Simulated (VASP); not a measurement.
# Hf2TiN3 (P-3m1) in VASP: a series of runs

Runs on Hf2TiN3. Level: PBE. Tasks: single point.

Program: VASP 6.6.1. These are calculated values, not measurements. Logs are shortened: lines on timing, memory, paths and dates and some standing lists are left out, and cuts for length are marked.

## (1) The cell of the first run

Symmetry: P-3m1, No. 164, trigonal system. The conventional cell has a = 3.196 Å, b = 3.196 Å, c = 7.745 Å, α = 90.00°, β = 90.00°, γ = 120.00°. Hf (site symmetry 3m) has 6 N at 2.25 to 2.29 Å within 3.0 Å. Ti (site symmetry -3m) has 6 N at 2.22 Å within 2.9 Å. N (site symmetry 3m) has 3 Ti at 2.22 Å and 3 Hf at 2.25 Å within 2.9 Å. N (site symmetry -3m) has 6 Hf at 2.29 Å within 3.0 Å.

## (2) Single point, PBE (volume scaled by 1.03, then relaxed in part)

INCAR

```
SYSTEM = Hf2TiN3
  PREC = Accurate
  ENCUT = 520
  EDIFF = 1E-6
  ISMEAR = 0
  SIGMA = 0.1
  LREAL = .FALSE.
  LASPH = .TRUE.
  NELM = 100
  ALGO = Normal
  ISIF = 2
  LWAVE = .FALSE.
  LCHARG = .TRUE.
  GGA = PE
  LELF = .TRUE.
  LVHAR = .TRUE.
  NBANDS = 32
```

KPOINTS

```
regular mesh
0
G
  12 12 6
  0 0 0
```

POSCAR

```
Hf2TiN3
1.0
    3.1962689639      0.0000000000      0.0000000000
   -1.5981344819      2.7680501201      0.0000000000
    0.0000000000      0.0000000000      7.7450531864
Hf Ti N
2 1 3
Direct
    0.3333333333      0.6666666667      0.6759215505
    0.6666666667      0.3333333333      0.3240784495
    0.0000000000      0.0000000000      0.0000000000
    0.6666666667      0.3333333333      0.8410238073
    0.0000000000      0.0000000000      0.5000000000
    0.3333333333      0.6666666667      0.1589761927
```

Potentials or basis: VASP PAW PBE potentials, release 64 (Hf_pv, Ti_sv, N).

Command:

```
$ cat potpaw_PBE.64/Hf_pv/POTCAR potpaw_PBE.64/Ti_sv/POTCAR potpaw_PBE.64/N/POTCAR > POTCAR
$ mpirun -np 1 vasp_std > vasp.out
```

OUTCAR:

```text
SYSTEM = Hf2TiN3
   PREC = Accurate
   ENCUT = 520
   EDIFF = 1E-6
   ISMEAR = 0
   LREAL = .FALSE.
   LASPH = .TRUE.
   NELM = 100
   ISIF = 2
   GGA = PE

 ion  position               nearest neighbor table
   1  0.333  0.667  0.676-   4 2.25   4 2.25   4 2.25   5 2.29   5 2.29   5 2.29   3 3.12   3 3.12
                             3 3.12   2 3.29   2 3.29   2 3.29
   2  0.667  0.333  0.324-   6 2.25   6 2.25   6 2.25   5 2.29   5 2.29   5 2.29   3 3.12   3 3.12
                             3 3.12   1 3.29   1 3.29   1 3.29
   3  0.000  0.000  0.000-   4 2.22   6 2.22   4 2.22   6 2.22   4 2.22   6 2.22   1 3.12   2 3.12
                             1 3.12   2 3.12   2 3.12   1 3.12
   4  0.667  0.333  0.841-   3 2.22   3 2.22   3 2.22   1 2.25   1 2.25   1 2.25
   5  0.000  0.000  0.500-   1 2.29   2 2.29   2 2.29   1 2.29   2 2.29   1 2.29
   6  0.333  0.667  0.159-   3 2.22   3 2.22   3 2.22   2 2.25   2 2.25   2 2.25

  LATTYP: Found a hexagonal cell.
 ALAT       =     3.1962689639
 C/A-ratio  =     2.4231543947

  Lattice vectors:

 A1 = (   3.1962689639,   0.0000000000,   0.0000000000)
 A2 = (  -1.5981344819,   2.7680501201,   0.0000000000)
 A3 = (   0.0000000000,   0.0000000000,   7.7450531864)

Analysis of symmetry for initial positions (statically):
=====================================================================
 Subroutine PRICEL returns:
 Original cell was already a primitive cell.

 Routine SETGRP: Setting up the symmetry group for a
 hexagonal supercell.

 Subroutine GETGRP returns: Found 12 space group operations
 (whereof 12 operations were pure point group operations)
 out of a pool of 24 trial point group operations.

The static configuration has the point symmetry D_3d.

Analysis of symmetry for dynamics (positions and initial velocities):
=====================================================================
 Subroutine PRICEL returns:
 Original cell was already a primitive cell.

 Routine SETGRP: Setting up the symmetry group for a
 hexagonal supercell.

 Subroutine GETGRP returns: Found 12 space group operations
 (whereof 12 operations were pure point group operations)
 out of a pool of 24 trial point group operations.

The dynamic configuration has the point symmetry D_3d.

 Subroutine INISYM returns: Found 12 space group operations
 (whereof 12 operations are pure point group operations),
 and found     1 'primitive' translations

----------------------------------------------------------------------------------------

                                     Primitive cell

  volume of cell :      68.5238

  direct lattice vectors                    reciprocal lattice vectors
     3.196268964  0.000000000  0.000000000     0.312864784  0.180632567  0.000000000
    -1.598134482  2.768050120  0.000000000     0.000000000  0.361265135  0.000000000
     0.000000000  0.000000000  7.745053186     0.000000000  0.000000000  0.129114672

  length of vectors
     3.196268964  3.196268964  7.745053186     0.361265135  0.361265135  0.129114672

  position of ions in fractional coordinates (direct lattice)
     0.333333333  0.666666667  0.675921551
     0.666666667  0.333333333  0.324078449
     0.000000000  0.000000000  0.000000000
     0.666666667  0.333333333  0.841023807
     0.000000000  0.000000000  0.500000000
     0.333333333  0.666666667  0.158976193

  ion indices of the primitive-cell ions
   primitive index   ion index
                 1           1
                 2           2
                 3           3
                 4           4
                 5           5
                 6           6

----------------------------------------------------------------------------------------

 KPOINTS: regular mesh

Automatic generation of k-mesh.
 Grid dimensions read from file:
 generate k-points for:   12   12    6

 Generating k-lattice:

  Cartesian coordinates                     Fractional coordinates (reciprocal lattice)
     0.026072065  0.015052714  0.000000000     0.083333333 -0.000000000  0.000000000
     0.000000000  0.030105428  0.000000000     0.000000000  0.083333333  0.000000000
     0.000000000  0.000000000  0.021519112     0.000000000  0.000000000  0.166666667

  Length of vectors
     0.030105428  0.030105428  0.021519112

  Shift w.r.t. Gamma in fractional coordinates (k-lattice)
     0.000000000  0.000000000  0.000000000

 Subroutine IBZKPT returns following result:
 ===========================================

 Found    100 irreducible k-points:

 Following reciprocal coordinates:
            Coordinates               Weight
  0.000000  0.000000  0.000000      1.000000
  0.083333 -0.000000  0.000000      6.000000
  0.166667  0.000000  0.000000      6.000000
  0.250000  0.000000  0.000000      6.000000
  0.333333  0.000000  0.000000      6.000000
  0.416667  0.000000  0.000000      6.000000
[... 16 lines left out ...]
  0.166667  0.000000  0.166667      6.000000
  0.000000  0.166667  0.166667      6.000000
 [... further k-points ...]
   k-points           NKPTS =    100   k-points in BZ     NKDIM =    100   number of bands    NBANDS=     32
   number of dos      NEDOS =    301   number of ions     NIONS =      6
   total plane-waves  NPLWV =  34560
   dimension x,y,z NGX =    24 NGY =   24 NGZ =   60
   dimension x,y,z NGXF=    48 NGYF=   48 NGZF=  120
   ions per type =               2   1   3
   NGX,Y,Z   is equivalent  to a cutoff of  12.48, 12.48, 12.88 a.u.
   NGXF,Y,Z  is equivalent  to a cutoff of  24.97, 24.97, 25.76 a.u.
 SYSTEM =  Hf2TiN3
   PREC   = accura    normal or accurate (medium, high low for compatibility)
   ISTART =      0    job   : 0-new  1-cont  2-samecut
   ICHARG =      2    charge: 1-file 2-atom 10-const
   ISPIN  =      1    spin polarized calculation?
   LNONCOLLINEAR =      F non collinear calculations
   LSORBIT =      F    spin-orbit coupling
   LASPH  =      T    aspherical Exc in radial PAW
   ENCUT  =  520.0 eV  38.22 Ry    6.18 a.u.   5.94  5.94 14.40*2*pi/ulx,y,z
   NELM   =    100;   NELMIN=  2; NELMDL= -5     # of ELM steps
   EDIFF  = 0.1E-05   stopping-criterion for ELM
   LREAL  =      F    real-space projection
   EDIFFG = 0.1E-04   stopping-criterion for IOM
   NSW    =      0    number of steps for IOM
   IBRION =     -1    ionic relax: 0-MD 1-quasi-New 2-CG
   NFREE  =      0    steps in history (QN), initial steepest desc. (CG)
   ISIF   =      2    stress and relaxation
   ISYM   =      2    0-nonsym 1-usesym 2-fastsym
   POTIM  = 0.5000    time-step for ionic-motion
   TEBEG  =    0.0;   TEEND  =   0.0 temperature during run
   PSTRESS=    0.0 pullay stress
   NELECT =      47.0000    total number of electrons
   NUPDOWN=      -1.0000    fix difference up-down
   EMIN   =  10.00;   EMAX   =-10.00  energy-range for DOS
   EFERMI =   0.00;   METHOD = LEGACY
   ISMEAR =     0;   SIGMA  =   0.10  broadening in eV -4-tet -1-fermi 0-gaus
   EFERMI_NEDOS =   21; number of points for ismear=-14 and -15
   IALGO  =     38    algorithm
   IMIX   =      4    mixing-type and parameters
     AMIX     =   0.40;   BMIX     =  1.00
     AMIX_MAG =   1.60;   BMIX_MAG =  1.00
  volume/ion in A,a.u.               =      11.42        77.07
  Fermi-wavevector in a.u.,A,eV,Ry     =   1.443755  2.728302 28.360379  2.084429
  Thomas-Fermi vector in A             =   2.562127
   LORBIT       =      0    0 simple, 1 ext, 2 COOP (PROOUT), +10 PAW based schemes
   GGA     = PE    functional components
   LHFCALC =     F    Hartree Fock is set to
   AEXX    =    0.0000 exact exchange contribution
   IVDW    =     0    specifies the selected vdW correction
   LEPSILON=     F    determine dielectric tensor
   LRPA    =     F    only Hartree local field effects (RPA)
 non-spin polarized calculation
 Gauss-broadening in eV      SIGMA  =   0.10
  energy-cutoff  :      520.00
  volume of cell :       68.52
 maximum number of plane-waves:      1872
   NGX = 11   NGY = 11   NGZ = 29

 number of electron      47.0000017 magnetization

 Free energy of the ion-electron system (eV)
  ---------------------------------------------------
  ext. energy  EPLUGINS =         0.00000000
  ---------------------------------------------------
  free energy    TOTEN  =       -63.00563255 eV

  energy without entropy =      -62.99503040  energy(sigma->0) =      -63.00033148

 E-fermi :   8.7328     XC(G=0): -12.5447

 val. band max:        8.7274361083   @ k =  -0.0833   0.5000   0.1667
 cond. band min:       8.7444883710   @ k =   0.0000   0.0833   0.3333
 fundamental gap:      0.0170522627
 Fermi energy:         8.7328129417

 k-point     1 :       0.0000    0.0000    0.0000
  band No.  band energies     occupation
      1     -49.1357      2.00000
      2     -25.4685      2.00000
      3     -25.2800      2.00000
      4     -25.2800      2.00000
      5     -23.1264      2.00000
      6     -22.7246      2.00000
[... 24 lines left out ...]
     31      10.4790      0.00000
     32      11.0603      0.00000

 k-point     2 :       0.0833   -0.0000    0.0000
  band No.  band energies     occupation
      1     -49.1338      2.00000
      2     -25.4642      2.00000
      3     -25.2979      2.00000
      4     -25.2838      2.00000
      5     -23.1107      2.00000
      6     -22.7272      2.00000
[... 24 lines left out ...]
     31      11.0592      0.00000
     32      11.3336      0.00000

 k-point     3 :       0.1667    0.0000    0.0000
  band No.  band energies     occupation
      1     -49.1286      2.00000
      2     -25.4526      2.00000
      3     -25.3464      2.00000
      4     -25.2943      2.00000
      5     -23.0687      2.00000
      6     -22.7662      2.00000
[... 24 lines left out ...]
     31      11.6492      0.00000
     32      11.8146      0.00000

 k-point     4 :       0.2500    0.0000    0.0000
  band No.  band energies     occupation
      1     -49.1215      2.00000
      2     -25.4370      2.00000
      3     -25.4113      2.00000
      4     -25.3085      2.00000
      5     -23.0252      2.00000
      6     -22.9091      2.00000
[... 654 lines left out ...]
     31      10.9835      0.00000
     32      11.4842      0.00000

 k-point    23 :       0.1667    0.0000    0.1667
  band No.  band energies     occupation
      1     -49.1286      2.00000
      2     -25.4528      2.00000
      3     -25.3463      2.00000
      4     -25.2943      2.00000
      5     -23.0653      2.00000
      6     -22.7732      2.00000
[... 24 lines left out ...]
     31      11.3753      0.00000
     32      11.6330      0.00000

 k-point    24 :       0.0000    0.1667    0.1667
  band No.  band energies     occupation
      1     -49.1286      2.00000
      2     -25.4529      2.00000
      3     -25.3464      2.00000
      4     -25.2943      2.00000
      5     -23.0639      2.00000
      6     -22.7679      2.00000
[... 24 lines left out ...]
     31      11.5238      0.00000
     32      11.9362      0.00000

 [... further k-points ...]
[... 5 lines left out ...]
  --------------------------------------------------------------------------------------
  -------------------------------------------------------------------------------------
  Total       -3.7097479     -3.7097479     -3.7035641     -0.0000000     -0.0000000     -0.0000000
  in kB      -86.7387790    -86.7387790    -86.5941949     -0.0000000     -0.0000000     -0.0000000
  external PRESSURE =     -86.6905843 kB  Pullay stress =       0.0000000 kB

 VOLUME and BASIS-vectors are now :
 -----------------------------------------------------------------------------
  energy-cutoff  :      520.00
  volume of cell :       68.52
      direct lattice vectors                 reciprocal lattice vectors
     3.196268964  0.000000000  0.000000000     0.312864784  0.180632567  0.000000000
    -1.598134482  2.768050120  0.000000000     0.000000000  0.361265135  0.000000000
     0.000000000  0.000000000  7.745053186     0.000000000  0.000000000  0.129114672

 POSITION                                       TOTAL-FORCE (eV/Angst)
 -----------------------------------------------------------------------------------
     -0.00000      1.84537      5.23505         0.000000     -0.000000      0.005405
      1.59813      0.92268      2.51000         0.000000      0.000000     -0.005405
      0.00000      0.00000      0.00000         0.000000      0.000000      0.000000
      1.59813      0.92268      6.51377        -0.000000     -0.000000     -0.131977
      0.00000      0.00000      3.87253         0.000000      0.000000      0.000000
     -0.00000      1.84537      1.23128         0.000000      0.000000      0.131977
 -----------------------------------------------------------------------------------
    total drift:                               -0.000000      0.000000      0.000000

  FREE ENERGIE OF THE ION-ELECTRON SYSTEM (eV)
  ---------------------------------------------------
  free  energy   TOTEN  =       -63.0056325549 eV

  energy  without entropy=      -62.9950304048  energy(sigma->0) =      -63.00033148
```

It took 2.6 min on 1 thread of Intel Xeon 6975P-C (Granite Rapids), shared host; peak memory 0.33 GiB.

What came out:

```
Free energy   : -63.0056 eV
Pressure      : -8.7 GPa
Largest force : 0.132 eV/Å
```

Forces in eV/Å, atoms in the order of the input:
```
Hf   0.000  0.000  0.005
Hf   0.000  0.000 -0.005
Ti   0.000  0.000  0.000
N    0.000  0.000 -0.132
N    0.000  0.000  0.000
N    0.000  0.000  0.132
```

Levels at points of the mesh, in eV from the Fermi level:
```csv
k point,band 20,band 21,band 22,band 23,band 24,band 25,band 26,band 27,band 28,band 29
"(0.00, 0.00, 0.00)",-2.65,-2.65,-2.59,-0.48,-0.48,-0.30,1.02,1.08,1.08,1.69
"(0.50, 0.00, 0.00)",-5.05,-3.49,-3.45,-3.25,0.70,0.99,1.45,1.64,2.40,3.42
"(0.00, 0.00, 0.50)",-3.93,-3.74,-3.74,-0.14,-0.14,-0.04,0.40,0.76,0.76,2.12
"(0.50, 0.00, 0.50)",-4.62,-4.29,-4.03,-1.69,-1.37,1.46,1.60,2.69,2.71,3.46
```

Caveat: spin-orbit coupling is left out, which moves the levels of the heavy elements.

(Continued in part 2 of 2.)
